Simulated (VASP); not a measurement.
# TaN (P6_3/mmc) in VASP: a series of runs

TaN is run at these levels: PBE; tasks: single point.

Program: VASP 6.6.1. These are calculated values, not measurements. Logs are shortened: lines on timing, memory, paths and dates and some standing lists are left out, and cuts for length are marked.

**1. The cell of the first run**

It takes space group P6_3/mmc (No. 194, hexagonal). The conventional cell has a = 2.986 Å, b = 2.986 Å, c = 4.818 Å, α = 90.00°, β = 90.00°, γ = 120.00°. Ta (site symmetry -3m) has 6 N at 2.10 Å and 2 Ta at 2.41 Å within 2.8 Å. N (site symmetry -6m2) has 6 Ta at 2.10 Å within 2.8 Å.

**2. Single point, PBE**

Contents of INCAR:

```
PREC = Accurate ; ENCUT = 520
EDIFF = 1E-6 ; ISMEAR = -1
SIGMA = 0.05 ; LREAL = F
LASPH = T ; NELM = 60
ALGO = Normal ; ISIF = 2
LWAVE = F ; LCHARG = F
GGA = PE ; NBANDS = 24
```

Contents of KPOINTS:

```
Automatic mesh
0
Gamma
  10 10 6
```

Contents of POSCAR:

```
TaN
1.0
    2.9857802618      0.0000000000      0.0000000000
   -1.4928901309      2.5857615625      0.0000000000
    0.0000000000      0.0000000000      4.8176042672
Ta N
2 2
Direct
    0.0000000000      0.0000000000      0.0000000000
    0.0000000000      0.0000000000      0.5000000000
    0.3333333333      0.6666666667      0.2500000000
    0.6666666667      0.3333333333      0.7500000000
```

Potentials or basis: VASP PAW PBE potentials, release 64 (Ta_pv, N).

The run is started by

```sh
$ cat potpaw_PBE.64/Ta_pv/POTCAR potpaw_PBE.64/N/POTCAR > POTCAR
$ mpirun -np 1 vasp_std > vasp.out
```

OUTCAR:

```text
PREC = Accurate
   ENCUT = 520
   EDIFF = 1E-6
   ISMEAR = -1
   LREAL = F
   LASPH = T
   NELM = 60
   ISIF = 2
   GGA = PE

 ion  position               nearest neighbor table
   1  0.000  0.000  0.000-   3 2.10   4 2.10   4 2.10   3 2.10   4 2.10   3 2.10   2 2.41   2 2.41

   2  0.000  0.000  0.500-   3 2.10   4 2.10   4 2.10   3 2.10   4 2.10   3 2.10   1 2.41   1 2.41

   3  0.333  0.667  0.250-   1 2.10   2 2.10   1 2.10   2 2.10   1 2.10   2 2.10
   4  0.667  0.333  0.750-   1 2.10   2 2.10   1 2.10   2 2.10   1 2.10   2 2.10

  LATTYP: Found a hexagonal cell.
 ALAT       =     2.9857802618
 C/A-ratio  =     1.6135160142

  Lattice vectors:

 A1 = (   2.9857802618,   0.0000000000,   0.0000000000)
 A2 = (  -1.4928901309,   2.5857615625,   0.0000000000)
 A3 = (   0.0000000000,   0.0000000000,   4.8176042672)

Analysis of symmetry for initial positions (statically):
=====================================================================
 Subroutine PRICEL returns:
 Original cell was already a primitive cell.

 Routine SETGRP: Setting up the symmetry group for a
 hexagonal supercell.

 Subroutine GETGRP returns: Found 24 space group operations
 (whereof 12 operations were pure point group operations)
 out of a pool of 24 trial point group operations.

The static configuration has the point symmetry D_3d.
 The point group associated with its full space group is D_6h.

Analysis of symmetry for dynamics (positions and initial velocities):
=====================================================================
 Subroutine PRICEL returns:
 Original cell was already a primitive cell.

 Routine SETGRP: Setting up the symmetry group for a
 hexagonal supercell.

 Subroutine GETGRP returns: Found 24 space group operations
 (whereof 12 operations were pure point group operations)
 out of a pool of 24 trial point group operations.

The dynamic configuration has the point symmetry D_3d.
 The point group associated with its full space group is D_6h.

 Subroutine INISYM returns: Found 24 space group operations
 (whereof 12 operations are pure point group operations),
 and found     1 'primitive' translations

----------------------------------------------------------------------------------------

                                     Primitive cell

  volume of cell :      37.1944

  direct lattice vectors                    reciprocal lattice vectors
     2.985780262  0.000000000  0.000000000     0.334920829  0.193366630  0.000000000
    -1.492890131  2.585761563  0.000000000     0.000000000  0.386733261  0.000000000
     0.000000000  0.000000000  4.817604267     0.000000000  0.000000000  0.207572051

  length of vectors
     2.985780262  2.985780267  4.817604267     0.386733261  0.386733261  0.207572051

  position of ions in fractional coordinates (direct lattice)
     0.000000000  0.000000000  0.000000000
     0.000000000  0.000000000  0.500000000
     0.333333333  0.666666667  0.250000000
     0.666666667  0.333333333  0.750000000

  ion indices of the primitive-cell ions
   primitive index   ion index
                 1           1
                 2           2
                 3           3
                 4           4

----------------------------------------------------------------------------------------

 KPOINTS: Automatic mesh

Automatic generation of k-mesh.
 Grid dimensions read from file:
 generate k-points for:   10   10    6

 Generating k-lattice:

  Cartesian coordinates                     Fractional coordinates (reciprocal lattice)
     0.033492083  0.019336663  0.000000000     0.100000000  0.000000000  0.000000000
     0.000000000  0.038673326  0.000000000     0.000000000  0.100000000  0.000000000
     0.000000000  0.000000000  0.034595342     0.000000000  0.000000000  0.166666667

  Length of vectors
     0.038673326  0.038673326  0.034595342

  Shift w.r.t. Gamma in fractional coordinates (k-lattice)
     0.000000000  0.000000000  0.000000000

 Subroutine IBZKPT returns following result:
 ===========================================

 Found     56 irreducible k-points:

 Following reciprocal coordinates:
            Coordinates               Weight
  0.000000  0.000000  0.000000      1.000000
  0.100000 -0.000000  0.000000      6.000000
  0.200000 -0.000000  0.000000      6.000000
  0.300000 -0.000000  0.000000      6.000000
  0.400000  0.000000  0.000000      6.000000
  0.500000 -0.000000  0.000000      3.000000
[... 16 lines left out ...]
  0.300000  0.100000  0.166667     24.000000
  0.400000  0.100000  0.166667     24.000000
 [... further k-points ...]
   k-points           NKPTS =     56   k-points in BZ     NKDIM =     56   number of bands    NBANDS=     24
   number of dos      NEDOS =    301   number of ions     NIONS =      4
   total plane-waves  NPLWV =  20736
   dimension x,y,z NGX =    24 NGY =   24 NGZ =   36
   dimension x,y,z NGXF=    48 NGYF=   48 NGZF=   72
   ions per type =               2   2
[... 40 lines left out ...]
   IVDW    =     0    specifies the selected vdW correction
   LEPSILON=     F    determine dielectric tensor
   LRPA    =     F    only Hartree local field effects (RPA)
 non-spin polarized calculation
  energy-cutoff  :      520.00
  volume of cell :       37.19
 maximum number of plane-waves:      1032
 NGX is ok and might be reduce to    24
   NGX = 11   NGY = 11   NGZ = 17

 number of electron      31.9999996 magnetization

 Free energy of the ion-electron system (eV)
  ---------------------------------------------------
  ext. energy  EPLUGINS =         0.00000000
  ---------------------------------------------------
  free energy    TOTEN  =       -40.12680777 eV

  energy without entropy =      -40.11134206  energy(sigma->0) =      -40.11907491

 E-fermi :  10.5867     XC(G=0): -14.1007

 val. band max:       10.5451445750   @ k =   0.3000   0.2000   0.1667
 cond. band min:      10.5896419466   @ k =   0.3000   0.1000   0.1667
 fundamental gap:      0.0444973716
 Fermi energy:        10.5867020797

 k-point     1 :       0.0000    0.0000    0.0000
  band No.  band energies     occupation
      1     -26.8768      2.00000
      2     -24.6278      2.00000
      3     -24.6278      2.00000
      4     -24.1714      2.00000
      5     -24.1714      2.00000
      6     -23.2866      2.00000
[... 16 lines left out ...]
     23      16.1174      0.00000
     24      17.8322      0.00000

 k-point     2 :       0.1000   -0.0000    0.0000
  band No.  band energies     occupation
      1     -26.8494      2.00000
      2     -24.7482      2.00000
      3     -24.6522      2.00000
      4     -24.2617      2.00000
      5     -24.1905      2.00000
      6     -23.2759      2.00000
[... 16 lines left out ...]
     23      16.1261      0.00000
     24      17.7574      0.00000

 k-point     3 :       0.2000   -0.0000    0.0000
  band No.  band energies     occupation
      1     -26.7769      2.00000
      2     -25.0503      2.00000
      3     -24.7156      2.00000
      4     -24.4918      2.00000
      5     -24.2401      2.00000
      6     -23.2476      2.00000
[... 16 lines left out ...]
     23      17.7865      0.00000
     24      17.8280      0.00000

 k-point     4 :       0.3000   -0.0000    0.0000
  band No.  band energies     occupation
      1     -26.6856      2.00000
      2     -25.4007      2.00000
      3     -24.7927      2.00000
      4     -24.7653      2.00000
      5     -24.3006      2.00000
      6     -23.2124      2.00000
[... 16 lines left out ...]
     23      18.2250      0.00000
     24      18.5616      0.00000

 k-point     5 :       0.4000    0.0000    0.0000
  band No.  band energies     occupation
      1     -26.6107      2.00000
      2     -25.6678      2.00000
      3     -24.9783      2.00000
      4     -24.8542      2.00000
      5     -24.3490      2.00000
      6     -23.1837      2.00000
[... 451 lines left out ...]
 k-point    22 :       0.2000    0.1000    0.1667
  band No.  band energies     occupation
      1     -26.5208      2.00000
      2     -25.2173      2.00000
      3     -24.7655      2.00000
      4     -24.6922      2.00000
      5     -24.3379      2.00000
      6     -23.5071      2.00000
[... 16 lines left out ...]
     23      17.5192      0.00000
     24      18.1016      0.00000

 k-point    23 :       0.3000    0.1000    0.1667
  band No.  band energies     occupation
      1     -26.4391      2.00000
      2     -25.4993      2.00000
      3     -24.9239      2.00000
      4     -24.8554      2.00000
      5     -24.4107      2.00000
      6     -23.4695      2.00000
[... 16 lines left out ...]
     23      17.6609      0.00000
     24      18.9459      0.00000

 k-point    24 :       0.4000    0.1000    0.1667
  band No.  band energies     occupation
      1     -26.3878      2.00000
      2     -25.6659      2.00000
      3     -25.0629      2.00000
      4     -24.9109      2.00000
      5     -24.4554      2.00000
      6     -23.4464      2.00000
[... 16 lines left out ...]
     23      17.5163      0.00000
     24      19.2274      0.00000

 [... further k-points ...]
[... 5 lines left out ...]
  --------------------------------------------------------------------------------------
  -------------------------------------------------------------------------------------
  Total       15.1421601     15.1421602     38.4937750      0.0000000     -0.0000000      0.0000000
  in kB      652.2603435    652.2603464   1658.1493495      0.0000000     -0.0000000      0.0000000
  external PRESSURE =     987.5566798 kB  Pullay stress =       0.0000000 kB

 VOLUME and BASIS-vectors are now :
 -----------------------------------------------------------------------------
  energy-cutoff  :      520.00
  volume of cell :       37.19
      direct lattice vectors                 reciprocal lattice vectors
     2.985780262  0.000000000  0.000000000     0.334920829  0.193366630  0.000000000
    -1.492890131  2.585761563  0.000000000     0.000000000  0.386733261  0.000000000
     0.000000000  0.000000000  4.817604267     0.000000000  0.000000000  0.207572051

 POSITION                                       TOTAL-FORCE (eV/Angst)
 -----------------------------------------------------------------------------------
      0.00000      0.00000      0.00000        -0.000000      0.000000      0.000000
      0.00000      0.00000      2.40880        -0.000000      0.000000      0.000000
     -0.00000      1.72384      1.20440         0.000000      0.000000     -0.000000
      1.49289      0.86192      3.61320        -0.000000     -0.000000      0.000000
 -----------------------------------------------------------------------------------
    total drift:                               -0.000000      0.000000      0.000000

  FREE ENERGIE OF THE ION-ELECTRON SYSTEM (eV)
  ---------------------------------------------------
  free  energy   TOTEN  =       -40.1268077666 eV

  energy  without entropy=      -40.1113420552  energy(sigma->0) =      -40.11907491
```

Wall time 29 s (1 thread of Intel Xeon Platinum 8259CL at 2.50GHz (Skylake/Cascade Lake), shared host); peak memory 0.18 GiB.

Results:

```yaml
Free_energy: -40.1268 eV
Pressure: 98.8 GPa
Band_gap_on_the_k_mesh: zero (band 16 reaches 11.53 eV, above the bottom of band 17 at 8.60 eV)
```

Stress tensor (GPa, compression positive):
```
 65.23   0.00   0.00
  0.00  65.23   0.00
  0.00   0.00 165.81
```

Caveat: spin-orbit coupling is left out, which moves the levels of the heavy elements.

**3. Single point, PBE**

This run uses another cell than the first one, of 9.50 Å³/atom, 1.021 times its volume.

Contents of INCAR:

```
ALGO = Normal
EDIFF = 1E-7
ENCUT = 520
GGA = PE
ISIF = 2
ISMEAR = -1
LASPH = T
LCHARG = F
LREAL = F
LWAVE = F
NBANDS = 24
NELM = 60
PREC = Accurate
SIGMA = 0.05
```

Contents of KPOINTS:

```
k-points
0
Gamma
  10 10 6
```

Contents of POSCAR:

```
TaN
1.0
    3.0068075762      0.0000000000      0.0000000000
   -1.5034037881      2.6039717509      0.0000000000
    0.0000000000      0.0000000000      4.8515321756
Ta N
2 2
Direct
    0.0000000000      0.0000000000      0.0000000000
    0.0000000000      0.0000000000      0.5000000000
    0.3333333333      0.6666666667      0.2500000000
    0.6666666667      0.3333333333      0.7500000000
```

Potentials or basis: VASP PAW PBE potentials, release 64 (Ta_pv, N).

The run is started by

```sh
$ cat potpaw_PBE.64/Ta_pv/POTCAR potpaw_PBE.64/N/POTCAR > POTCAR
$ mpirun -np 1 vasp_std > vasp.out
```

Run time: 40 s. Hardware: 1 thread of Intel Xeon Platinum 8259CL at 2.50GHz (Skylake/Cascade Lake), shared host; peak memory 0.18 GiB.

It converged, with:

* Free energy: -40.5806 eV
* Pressure: 84.9 GPa
* Band gap on the k mesh: zero (band 16 reaches 11.25 eV, above the bottom of band 17 at 8.41 eV)

Stress tensor (GPa, compression positive):
```
 53.46   0.00   0.00
  0.00  53.46   0.00
  0.00   0.00 147.74
```

Levels at points of the mesh, in eV from the Fermi level:
```
           k point  band 13  band 14  band 15  band 16  band 17  band 18  band 19  band 20
(0.00, 0.00, 0.00)    -3.71    -3.71    -3.68    -1.93    -1.93    -0.63    -0.63     3.27
(0.50, 0.00, 0.00)    -5.35    -5.16    -4.41     0.27     1.69     2.59     4.12     4.94
(0.00, 0.00, 0.50)    -6.59    -6.59     0.06     0.06     0.06     0.06     0.13     0.13
(0.50, 0.00, 0.50)    -6.19    -6.19    -1.52    -1.52     3.22     3.22     3.54     3.54
```

Caveat: spin-orbit coupling is left out, which moves the levels of the heavy elements.

**4. Single point, PBE**

This run uses another cell than the first one, of 9.69 Å³/atom, 1.043 times its volume.

Contents of INCAR:

```
SYSTEM = TaN
ALGO     = Normal         ! electronic algorithm
EDIFF    = 1E-7           ! SCF threshold, eV
ENCUT    = 520            ! plane-wave cutoff, eV
GGA      = PE             ! functional
ISIF     = 2              ! what is computed and relaxed
ISMEAR   = -1             ! smearing method
LASPH    = .True.         ! aspherical terms in the spheres
LCHARG   = .True.         ! write CHGCAR
LELF     = .True.         ! ELF
LREAL    = .False.        ! projectors in reciprocal space
LVHAR    = .True.       
LWAVE    = .False.        ! write WAVECAR
NBANDS   = 24             ! bands
NELM     = 80             ! most SCF steps
PREC     = Accurate       ! precision mode
SIGMA    = 0.05           ! smearing width, eV
```

Contents of KPOINTS:

```
k-points
0
Gamma
  10 10 6
  0 0 0
```

Contents of POSCAR:

```
TaN
1.0
    3.0275448354      0.0000000000      0.0000000000
   -1.5137724177      2.6219307443      0.0000000000
    0.0000000000      0.0000000000      4.8849920755
Ta N
2 2
Direct
    0.0000000000      0.0000000000      0.0000000000
    0.0000000000      0.0000000000      0.5000000000
    0.3333333333      0.6666666667      0.2500000000
    0.6666666667      0.3333333333      0.7500000000
```

The run is started by

```sh
$ cat potpaw_PBE.64/Ta_pv/POTCAR potpaw_PBE.64/N/POTCAR > POTCAR
$ mpirun -np 1 vasp_std > vasp.out
```

It took 45 s on 1 thread of Intel Xeon Platinum 8259CL at 2.50GHz (Skylake/Cascade Lake), shared host; peak memory 0.18 GiB.

The run converged. Its results:

| Property | Result |
| --- | --- |
| Free energy | -40.9691 eV |
| Pressure | 72.3 GPa |
| Band gap on the k mesh | zero (band 16 reaches 10.98 eV, above the bottom of band 17 at 8.23 eV) |

Stress tensor (GPa, compression positive):
```
 42.84   0.00   0.00
  0.00  42.84   0.00
  0.00   0.00 131.24
```

Levels at points of the mesh, in eV from the Fermi level:
```csv
k point,band 12,band 13,band 14,band 15,band 16,band 17,band 18,band 19,band 20,band 21
"(0.00, 0.00, 0.00)",-5.36,-3.66,-3.66,-3.64,-1.87,-1.87,-0.61,-0.61,3.06,4.45
"(0.50, 0.00, 0.00)",-5.76,-5.24,-5.14,-4.38,0.27,1.63,2.51,4.01,4.80,5.47
"(0.00, 0.00, 0.50)",-6.47,-6.47,-6.47,0.06,0.06,0.06,0.06,0.10,0.10,4.79
"(0.50, 0.00, 0.50)",-6.43,-6.12,-6.12,-1.52,-1.52,3.13,3.13,3.44,3.44,5.65
```

Caveat: spin-orbit coupling is left out, which moves the levels of the heavy elements.

**5. Single point, PBE**

This run uses another cell than the first one, of 9.89 Å³/atom, 1.064 times its volume.

Contents of INCAR:

```
SYSTEM = TaN
PREC = Accurate
ENCUT = 520
EDIFF = 1E-6
ISMEAR = -1
SIGMA = 0.05
LREAL = .False.
LASPH = .True.
NELM = 80
ALGO = Normal
ISIF = 2
LWAVE = .False.
LCHARG = .False.
GGA = PE
NBANDS = 24
```

Contents of KPOINTS:

```
Automatic mesh
0
Gamma
  10 10 6
  0 0 0
```

Contents of POSCAR:

```
TaN
1.0
    3.0480018400      0.0000000000      0.0000000000
   -1.5240009200      2.6396470300      0.0000000000
    0.0000000000      0.0000000000      4.9179997800
Ta N
2 2
Direct
    0.0000000000      0.0000000000      0.0000000000
    0.0000000000      0.0000000000      0.5000000000
    0.3333333333      0.6666666667      0.2500000000
    0.6666666667      0.3333333333      0.7500000000
```

The run is started by

```sh
$ cat potpaw_PBE.64/Ta_pv/POTCAR potpaw_PBE.64/N/POTCAR > POTCAR
$ mpirun -np 1 vasp_std > vasp.out
```

Run time: 46 s. Hardware: 1 thread of Intel Xeon Platinum 8259CL at 2.50GHz (Skylake/Cascade Lake), shared host; peak memory 0.19 GiB.

The run converged. Its results:

| Quantity | Value |
| --- | --- |
| Free energy | -41.2983 eV |
| Pressure | 60.9 GPa |
| Band gap on the k mesh | zero (band 16 reaches 10.72 eV, above the bottom of band 17 at 8.05 eV) |

Stress tensor (GPa, compression positive):
```
 33.25   0.00   0.00
  0.00  33.25   0.00
  0.00   0.00 116.15
```

Levels at points of the mesh, in eV from the Fermi level:
```tsv
k point	band 14	band 15	band 16	band 17	band 18	band 19
(0.00, 0.00, 0.00)	-3.61	-3.59	-1.82	-1.82	-0.59	-0.59
(0.50, 0.00, 0.00)	-5.12	-4.35	0.27	1.58	2.44	3.90
(0.00, 0.00, 0.50)	-6.35	0.06	0.06	0.06	0.06	0.07
(0.50, 0.00, 0.50)	-6.05	-1.51	-1.51	3.03	3.03	3.34
```

Caveat: spin-orbit coupling is left out, which moves the levels of the heavy elements.

**6. Single point, PBE**

This run uses another cell than the first one, of 9.89 Å³/atom, 1.064 times its volume.

Contents of INCAR:

```
PREC = Accurate ; ENCUT = 520
EDIFF = 1E-6 ; ISMEAR = -1
SIGMA = 0.05 ; LREAL = F
LASPH = T ; NELM = 100
ALGO = Normal ; ISIF = 2
LWAVE = F ; LCHARG = T
GGA = PE ; LELF = T
LVHAR = T ; NBANDS = 24
```

Contents of KPOINTS:

```
Automatic mesh
0
Gamma
  10 10 6
```

POSCAR is that of step 5.

Potentials or basis: VASP PAW PBE potentials, release 64 (Ta_pv, N).

The run is started by

```sh
$ cat potpaw_PBE.64/Ta_pv/POTCAR potpaw_PBE.64/N/POTCAR > POTCAR
$ mpirun -np 1 vasp_std > vasp.out
```

Run time: 44 s. Hardware: 1 thread of Intel Xeon Platinum 8259CL at 2.50GHz (Skylake/Cascade Lake), shared host; peak memory 0.19 GiB.

Results (log left out):

```
Free energy            : -41.2983 eV
Pressure               : 60.9 GPa
Band gap on the k mesh : zero (band 16 reaches 10.72 eV, above the bottom of band 17 at 8.05 eV)
```

Stress tensor (GPa, compression positive):
```
 33.25   0.00   0.00
  0.00  33.25   0.00
  0.00   0.00 116.15
```

Levels at points of the mesh, in eV from the Fermi level:
| k point | band 14 | band 15 | band 16 | band 17 | band 18 | band 19 |
| --- | --- | --- | --- | --- | --- | --- |
| (0.00, 0.00, 0.00) | -3.61 | -3.59 | -1.82 | -1.82 | -0.59 | -0.59 |
| (0.50, 0.00, 0.00) | -5.12 | -4.35 | 0.27 | 1.58 | 2.44 | 3.90 |
| (0.00, 0.00, 0.50) | -6.35 | 0.06 | 0.06 | 0.06 | 0.06 | 0.07 |
| (0.50, 0.00, 0.50) | -6.05 | -1.51 | -1.51 | 3.03 | 3.03 | 3.34 |

Caveat: spin-orbit coupling is left out, which moves the levels of the heavy elements.

**7. Summary**

| cell | gap on the mesh (eV) | pressure (GPa) |
| --- | --- | --- |
| a = 2.986, b = 2.986, c = 4.818 Å, angles 90.0, 90.0, 120.0°, 4 atoms | none | 98.8 |
| a = 3.007, b = 3.007, c = 4.852 Å, angles 90.0, 90.0, 120.0°, 4 atoms | none | 84.9 |
| a = 3.028, b = 3.028, c = 4.885 Å, angles 90.0, 90.0, 120.0°, 4 atoms | none | 72.3 |
| a = 3.048, b = 3.048, c = 4.918 Å, angles 90.0, 90.0, 120.0°, 4 atoms | none | 60.9 |

Alike in all rows: task single point; level PBE; potentials or basis VASP PAW PBE potentials, release 64 (Ta_pv, N); no spin polarisation; k mesh 10 × 10 × 6; cutoff (eV) 520; smearing fermi-dirac 0.05 eV.

Caveats: spin-orbit coupling is left out, which moves the levels of the heavy elements.

Absolute energies hang on the potentials; compare differences alone.
